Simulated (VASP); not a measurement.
# Li (I4_1/amd) in VASP: notebook

The runs below take Li through single point, relaxation of shape and atoms at fixed volume, with PBE.

Everything below comes from runs of VASP 6.6.1. Logs are shortened: lines on timing, memory, paths and dates and some standing lists are left out, and cuts for length are marked.

## Step 1: The cell of the first run

The structure is tetragonal, space group I4_1/amd (No. 141). The conventional cell has a = 5.317 Å, b = 5.317 Å, c = 2.876 Å, α = 90.00°, β = 90.00°, γ = 90.00°. Within 3.6 Å of Li (site symmetry -4m2) lie 10 Li at 2.75 to 3.42 Å.

## Step 2: Single point, PBE

INCAR reads:

```
SYSTEM = Li
ALGO = Normal ; EDIFF = 1E-7
ENCUT = 520 ; GGA = PE
ISIF = 2 ; ISMEAR = -1
LASPH = .TRUE. ; LCHARG = .FALSE.
LREAL = .FALSE. ; LWAVE = .FALSE.
NBANDS = 10 ; NELM = 100
PREC = Accurate ; SIGMA = 0.08
```

KPOINTS reads:

```
k-points
0
G
  15 15 15
  0 0 0
```

POSCAR reads:

```
Li
1.0
   -2.6583283445      2.6583283445      1.4380301199
    2.6583283445     -2.6583283445      1.4380301199
    2.6583283445      2.6583283445     -1.4380301199
Li
2
Direct
   -0.3750000000     -0.1250000000     -0.2500000000
    0.3750000000      0.1250000000      0.2500000000
```

Potentials or basis: VASP PAW PBE potentials, release 64 (Li_sv).

On the command line:

```
$ cat potpaw_PBE.64/Li_sv/POTCAR > POTCAR
$ mpirun -np 1 vasp_std > vasp.out
```

OUTCAR:

```text
SYSTEM = Li
   EDIFF = 1E-7
   ENCUT = 520
   GGA = PE
   ISIF = 2
   ISMEAR = -1
   LASPH = .TRUE.
   LREAL = .FALSE.
   NELM = 100
   PREC = Accurate

 ion  position               nearest neighbor table
   1  0.625  0.875  0.750-
   2  0.375  0.125  0.250-

  LATTYP: Found a body centered tetragonal cell.
 ALAT       =     5.3166566890
 C/A-ratio  =     0.5409527844

  Lattice vectors:

 A1 = (  -2.6583283445,   2.6583283445,   1.4380301199)
 A2 = (   2.6583283445,  -2.6583283445,   1.4380301199)
 A3 = (   2.6583283445,   2.6583283445,  -1.4380301199)

Analysis of symmetry for initial positions (statically):
=====================================================================
 Subroutine PRICEL returns:
 Original cell was already a primitive cell.

 Routine SETGRP: Setting up the symmetry group for a
 body centered tetragonal supercell.

 Subroutine GETGRP returns: Found 16 space group operations
 (whereof  4 operations were pure point group operations)
 out of a pool of 16 trial point group operations.

The static configuration has the point symmetry C_2h.
 The point group associated with its full space group is D_4h.

Analysis of symmetry for dynamics (positions and initial velocities):
=====================================================================
 Subroutine PRICEL returns:
 Original cell was already a primitive cell.

 Routine SETGRP: Setting up the symmetry group for a
 body centered tetragonal supercell.

 Subroutine GETGRP returns: Found 16 space group operations
 (whereof  4 operations were pure point group operations)
 out of a pool of 16 trial point group operations.

The dynamic configuration has the point symmetry C_2h.
 The point group associated with its full space group is D_4h.

 Subroutine INISYM returns: Found 16 space group operations
 (whereof  4 operations are pure point group operations),
 and found     1 'primitive' translations

----------------------------------------------------------------------------------------

                                     Primitive cell

  volume of cell :      40.6486

  direct lattice vectors                    reciprocal lattice vectors
    -2.658328345  2.658328345  1.438030120     0.000000000  0.188088127  0.347697863
     2.658328345 -2.658328345  1.438030120     0.188088127  0.000000000  0.347697863
     2.658328345  2.658328345 -1.438030120     0.188088127  0.188088127  0.000000000

  length of vectors
     4.025090036  4.025090036  4.025090036     0.395311204  0.395311204  0.265996781
[... 81 lines left out ...]
   EDIFF  = 0.1E-06   stopping-criterion for ELM
   LREAL  =      F    real-space projection
   EDIFFG = 0.1E-05   stopping-criterion for IOM
   NSW    =      0    number of steps for IOM
   IBRION =     -1    ionic relax: 0-MD 1-quasi-New 2-CG
   NFREE  =      0    steps in history (QN), initial steepest desc. (CG)
   ISIF   =      2    stress and relaxation
   ISYM   =      2    0-nonsym 1-usesym 2-fastsym
   POTIM  = 0.5000    time-step for ionic-motion
   TEBEG  =    0.0;   TEEND  =   0.0 temperature during run
   PSTRESS=    0.0 pullay stress
   NELECT =       6.0000    total number of electrons
   NUPDOWN=      -1.0000    fix difference up-down
   EMIN   =  10.00;   EMAX   =-10.00  energy-range for DOS
   EFERMI =   0.00;   METHOD = LEGACY
   ISMEAR =    -1;   SIGMA  =   0.08  broadening in eV -4-tet -1-fermi 0-gaus
   EFERMI_NEDOS =   21; number of points for ismear=-14 and -15
   IALGO  =     38    algorithm
   IMIX   =      4    mixing-type and parameters
     AMIX     =   0.40;   BMIX     =  1.00
     AMIX_MAG =   1.60;   BMIX_MAG =  1.00
  volume/ion in A,a.u.               =      20.32       137.16
  Fermi-wavevector in a.u.,A,eV,Ry     =   0.865187  1.634967 10.184630  0.748549
  Thomas-Fermi vector in A             =   1.983394
   LORBIT       =      0    0 simple, 1 ext, 2 COOP (PROOUT), +10 PAW based schemes
   GGA     = PE    functional components
   LHFCALC =     F    Hartree Fock is set to
   AEXX    =    0.0000 exact exchange contribution
   IVDW    =     0    specifies the selected vdW correction
   LEPSILON=     F    determine dielectric tensor
   LRPA    =     F    only Hartree local field effects (RPA)
 non-spin polarized calculation
  energy-cutoff  :      520.00
  volume of cell :       40.65
 maximum number of plane-waves:      1118
 NGX is ok and might be reduce to    30
   NGX = 15   NGY = 15   NGZ = 15

 number of electron       6.0000017 magnetization

 Free energy of the ion-electron system (eV)
  ---------------------------------------------------
  ext. energy  EPLUGINS =         0.00000000
  ---------------------------------------------------
  free energy    TOTEN  =        -3.67565698 eV

  energy without entropy =       -3.65601700  energy(sigma->0) =       -3.66583699

 E-fermi :   0.5721     XC(G=0):  -7.0362

 val. band max:        0.5656959249   @ k =   0.4000   0.2000   0.0667
 cond. band min:       0.5732230296   @ k =  -0.3333  -0.4667   0.1333
 fundamental gap:      0.0075271047
 Fermi energy:         0.5720642839

 k-point     1 :       0.0000    0.0000    0.0000
  band No.  band energies     occupation
      1     -46.0882      2.00000
      2     -46.0481      2.00000
      3      -2.9185      2.00000
      4       4.2474      0.00000
      5       4.2474      0.00000
      6       6.7119      0.00000
      7       9.2729      0.00000
      8      13.2731      0.00000
      9      13.2731      0.00000
     10      14.1264      0.00000
[... 287 lines left out ...]
 k-point    24 :       0.2000    0.1333    0.0000
  band No.  band energies     occupation
      1     -46.0728      2.00000
      2     -46.0454      2.00000
      3      -1.2083      2.00000
      4       4.2885      0.00000
      5       5.8755      0.00000
      6       6.1171      0.00000
      7       7.7976      0.00000
      8       9.0469      0.00000
      9       9.9375      0.00000
     10      11.0674      0.00000

 [... further k-points ...]
[... 5 lines left out ...]
  --------------------------------------------------------------------------------------
  -------------------------------------------------------------------------------------
  Total       -0.0229387     -0.0229387     -0.0161882     -0.0000000     -0.0000000      0.0000000
  in kB       -0.9041384     -0.9041384     -0.6380644     -0.0000000     -0.0000000      0.0000000
  external PRESSURE =      -0.8154471 kB  Pullay stress =       0.0000000 kB

 VOLUME and BASIS-vectors are now :
 -----------------------------------------------------------------------------
  energy-cutoff  :      520.00
  volume of cell :       40.65
      direct lattice vectors                 reciprocal lattice vectors
    -2.658328345  2.658328345  1.438030120     0.000000000  0.188088127  0.347697863
     2.658328345 -2.658328345  1.438030120     0.188088127  0.000000000  0.347697863
     2.658328345  2.658328345 -1.438030120     0.188088127  0.188088127  0.000000000

 POSITION                                       TOTAL-FORCE (eV/Angst)
 -----------------------------------------------------------------------------------
      2.65833      1.32916      1.07852        -0.000000      0.000000     -0.000000
      0.00000      1.32916      0.35951         0.000000     -0.000000      0.000000
 -----------------------------------------------------------------------------------
    total drift:                                0.000000     -0.000000      0.000000

  FREE ENERGIE OF THE ION-ELECTRON SYSTEM (eV)
  ---------------------------------------------------
  free  energy   TOTEN  =        -3.6756569827 eV

  energy  without entropy=       -3.6560170042  energy(sigma->0) =       -3.66583699
```

It took 2.5 min on 1 thread of Oxide Virtual Turin-like, shared host; peak memory 0.19 GiB.

What came out:

| Property | Result |
| --- | --- |
| Free energy | -3.6757 eV |
| Band gap on the k mesh | zero (band 3 reaches 2.05 eV, above the bottom of band 4 at -0.84 eV) |

Caveat: the cutoff is under 1.25 times the usual one of these potentials, so pressure, stress and relaxed cells hold a basis-set (Pulay) error.

## Step 3: Relaxation of shape and atoms at fixed volume, PBE

This run uses another cell than the first one, of 8.13 Å³/atom, 0.400 times its volume.

INCAR reads:

```
SYSTEM = Li
PREC = Accurate
ENCUT = 600
EDIFF = 1E-6
ISMEAR = -1
SIGMA = 0.08
LREAL = .False.
LASPH = .True.
NELM = 60
ALGO = Normal
ISIF = 4
LWAVE = .False.
LCHARG = .False.
GGA = PE
IBRION = 2
NSW = 50
EDIFFG = -0.005
```

KPOINTS reads:

```
Automatic mesh
0
Gamma
  15 15 15
  0 0 0
```

POSCAR reads:

```
Li
1.0
   -1.9586730710      1.9586730710      1.0595496515
    1.9586730710     -1.9586730710      1.0595496515
    1.9586730710      1.9586730710     -1.0595496515
Li
2
Direct
   -0.3750000000     -0.1250000000     -0.2500000000
    0.3750000000      0.1250000000      0.2500000000
```

Potentials or basis: VASP PAW PBE potentials, release 64 (Li_sv).

On the command line:

```
$ cat potpaw_PBE.64/Li_sv/POTCAR > POTCAR
$ mpirun -np 1 vasp_std > vasp.out
```

It took 2.4 min on 1 thread of Oxide Virtual Turin-like, shared host; peak memory 0.12 GiB.

It converged, with:

```yaml
Free_energy: -1.6014 eV
Energy_gained_by_relaxing: 7.9 meV/atom
Ionic_steps: 5
Pressure_after_relaxing: 52.9 GPa
Band_gap_on_the_k_mesh: zero (band 3 reaches 6.36 eV, above the bottom of band 4 at 3.13 eV)
```

Stress tensor (GPa, compression positive):
```
52.88  0.00  0.00
 0.00 52.88  0.00
 0.00  0.00 52.99
```

Step by step:
| step | energy change (eV) | largest force (eV/Å) | pressure (GPa) | volume (Å³) |
| --- | --- | --- | --- | --- |
| 1 | 0.0000 | 0.0000 | 53.83 | 16.26 |
| 2 | -0.0025 | 0.0000 | 53.71 | 16.26 |
| 3 | -0.0093 | 0.0000 | 53.44 | 16.26 |
| 4 | -0.0157 | 0.0000 | 52.87 | 16.26 |
| 5 | -0.0157 | 0.0000 | 52.92 | 16.26 |

Final structure:
```yaml
crystal:
  lattice:
    - [-1.90048, 1.90048, 1.12543]
    - [1.90048, -1.90048, 1.12543]
    - [1.90048, 1.90048, -1.12543]
  atoms:
    - { symbol: Li, position: [0.62500, 0.87500, 0.75000] }
    - { symbol: Li, position: [0.37500, 0.12500, 0.25000] }
```

Levels at points of the mesh, in eV from the Fermi level:
| k point | band 1 | band 2 | band 3 | band 4 | band 5 | band 6 |
| --- | --- | --- | --- | --- | --- | --- |
| (0.00, 0.00, 0.00) | -46.00 | -45.18 | -3.70 | 7.67 | 7.67 | 11.25 |

Caveat: the cutoff is under 1.25 times the usual one of these potentials, so pressure, stress and relaxed cells hold a basis-set (Pulay) error.

## Step 4: Relaxation of shape and atoms at fixed volume, PBE

This run uses another cell than the first one, of 10.16 Å³/atom, 0.500 times its volume.

INCAR reads:

```
PREC     = Accurate       # precision mode
ENCUT    = 600            # plane-wave cutoff, eV
EDIFF    = 1E-6           # SCF threshold, eV
ISMEAR   = -1             # smearing method
SIGMA    = 0.08           # smearing width, eV
LREAL    = False          # projectors in reciprocal space
LASPH    = True           # aspherical terms in the spheres
NELM     = 100            # most SCF steps
ALGO     = Normal         # electronic algorithm
ISIF     = 4              # what is computed and relaxed
LWAVE    = False          # write WAVECAR
LCHARG   = False          # write CHGCAR
GGA      = PE             # functional
IBRION   = 2              # ionic algorithm
NSW      = 50             # ionic steps
EDIFFG   = -0.005         # ionic threshold
```

KPOINTS reads:

```
regular mesh
0
Gamma
  15 15 15
```

POSCAR reads:

```
Li
1.0
   -2.1099166052      2.1099166052      1.1413652625
    2.1099166052     -2.1099166052      1.1413652625
    2.1099166052      2.1099166052     -1.1413652625
Li
2
Direct
   -0.3750000000     -0.1250000000     -0.2500000000
    0.3750000000      0.1250000000      0.2500000000
```

On the command line:

```
$ cat potpaw_PBE.64/Li_sv/POTCAR > POTCAR
$ mpirun -np 1 vasp_std > vasp.out
```

It took 3.7 min on 1 thread of Oxide Virtual Turin-like, shared host; peak memory 0.14 GiB.

It converged, with:

- Free energy: -2.5974 eV
- Energy gained by relaxing: 1.2 meV/atom
- Ionic steps: 4
- Pressure after relaxing: 27.7 GPa
- Band gap on the k mesh: zero (band 3 reaches 5.09 eV, above the bottom of band 4 at 1.71 eV)

Stress tensor (GPa, compression positive):
```
27.69  0.00  0.00
 0.00 27.69  0.00
 0.00  0.00 27.79
```

Step by step:
| step | energy change (eV) | largest force (eV/Å) | pressure (GPa) | volume (Å³) |
| --- | --- | --- | --- | --- |
| 1 | 0.0000 | 0.0000 | 27.94 | 20.32 |
| 2 | -0.0005 | 0.0000 | 27.92 | 20.32 |
| 3 | -0.0015 | 0.0000 | 27.87 | 20.32 |
| 4 | -0.0024 | 0.0000 | 27.72 | 20.32 |

Final structure:
```cif
data_structure
_symmetry_space_group_name_H-M 'P 1'
_symmetry_Int_Tables_number 1
_cell_length_a 3.1674
_cell_length_b 3.1674
_cell_length_c 3.1674
_cell_angle_alpha 97.902
_cell_angle_beta 97.902
_cell_angle_gamma 136.473
_cell_volume 20.32
loop_
_atom_site_label
_atom_site_type_symbol
_atom_site_fract_x
_atom_site_fract_y
_atom_site_fract_z
_atom_site_occupancy
Li1 Li 0.62500 0.87500 0.75000 1
Li2 Li 0.37500 0.12500 0.25000 1
```

Levels at points of the mesh, in eV from the Fermi level:
```
           k point  band 1  band 2  band 3  band 4  band 5  band 6
(0.00, 0.00, 0.00)  -45.97  -45.55   -3.97    6.13    6.13    9.35
```

Caveat: the cutoff is under 1.25 times the usual one of these potentials, so pressure, stress and relaxed cells hold a basis-set (Pulay) error.

## Step 5: Relaxation of shape and atoms at fixed volume, PBE

This run uses another cell than the first one, of 12.19 Å³/atom, 0.600 times its volume.

INCAR reads:

```
PREC = Accurate
ENCUT = 600
EDIFF = 1E-6
ISMEAR = -1
SIGMA = 0.08
LREAL = False
LASPH = True
NELM = 80
ALGO = Normal
ISIF = 4
LWAVE = False
LCHARG = False
GGA = PE
IBRION = 2
NSW = 50
EDIFFG = -0.005
```

KPOINTS reads:

```
Automatic mesh
0
Gamma
  15 15 15
```

POSCAR reads:

```
Li
1.0
   -2.2421209608      2.2421209608      1.2128815768
    2.2421209608     -2.2421209608      1.2128815768
    2.2421209608      2.2421209608     -1.2128815768
Li
2
Direct
   -0.3750000000     -0.1250000000     -0.2500000000
    0.3750000000      0.1250000000      0.2500000000
```

On the command line:

```
$ cat potpaw_PBE.64/Li_sv/POTCAR > POTCAR
$ mpirun -np 1 vasp_std > vasp.out
```

It took 2.6 min on 1 thread of Oxide Virtual Turin-like, shared host; peak memory 0.14 GiB.

The run converged. Its results:

```
Free energy               : -3.1333 eV
Energy gained by relaxing : 0.2 meV/atom
Ionic steps               : 4
Pressure after relaxing   : 15.1 GPa
Band gap on the k mesh    : zero (band 3 reaches 4.13 eV, above the bottom of band 4 at 0.81 eV)
```

The path:
| step | energy change (eV) | largest force (eV/Å) | pressure (GPa) | volume (Å³) |
| --- | --- | --- | --- | --- |
| 1 | 0.0000 | 0.0000 | 15.15 | 24.39 |
| 2 | -0.0001 | 0.0000 | 15.15 | 24.39 |
| 3 | -0.0003 | 0.0000 | 15.13 | 24.39 |
| 4 | -0.0004 | 0.0000 | 15.13 | 24.39 |

Final structure:
```xyz
2
Lattice="-2.2331 2.2331 1.2227 2.2331 -2.2331 1.2227 2.2331 2.2331 -1.2227" Properties=species:S:1:pos:R:3 pbc="T T T"
Li    2.2331    1.1165    0.9170
Li    0.0000    1.1165    0.3057
```

Levels at points of the mesh, in eV from the Fermi level:
| k point | band 1 | band 2 | band 3 | band 4 | band 5 | band 6 | band 7 |
| --- | --- | --- | --- | --- | --- | --- | --- |
| (0.00, 0.00, 0.00) | -46.04 | -45.81 | -3.96 | 5.19 | 5.19 | 8.19 | 13.64 |

Caveat: the cutoff is under 1.25 times the usual one of these potentials, so pressure, stress and relaxed cells hold a basis-set (Pulay) error.

## Step 6: Summary

```csv
task,cell,cutoff (eV),gap on the mesh (eV),pressure (GPa)
single point,"a = 4.025 Å, angles 97.3, 97.3, 138.1°, 2 atoms",520,none,-
relaxation of shape and atoms at fixed volume,"relaxed from a = 2.966 Å, angles 97.3, 97.3, 138.1°, 2 atoms",600,none,52.9
relaxation of shape and atoms at fixed volume,"relaxed from a = 3.195 Å, angles 97.3, 97.3, 138.1°, 2 atoms",600,none,27.7
relaxation of shape and atoms at fixed volume,"relaxed from a = 3.395 Å, angles 97.3, 97.3, 138.1°, 2 atoms",600,none,15.1
```

Alike in all rows: level PBE; potentials or basis VASP PAW PBE potentials, release 64 (Li_sv); no spin polarisation; k mesh 15 × 15 × 15; smearing fermi-dirac 0.08 eV.

Caveats: the cutoff is under 1.25 times the usual one of these potentials, so pressure, stress and relaxed cells hold a basis-set (Pulay) error.

Absolute energies hang on the potentials; compare differences alone.
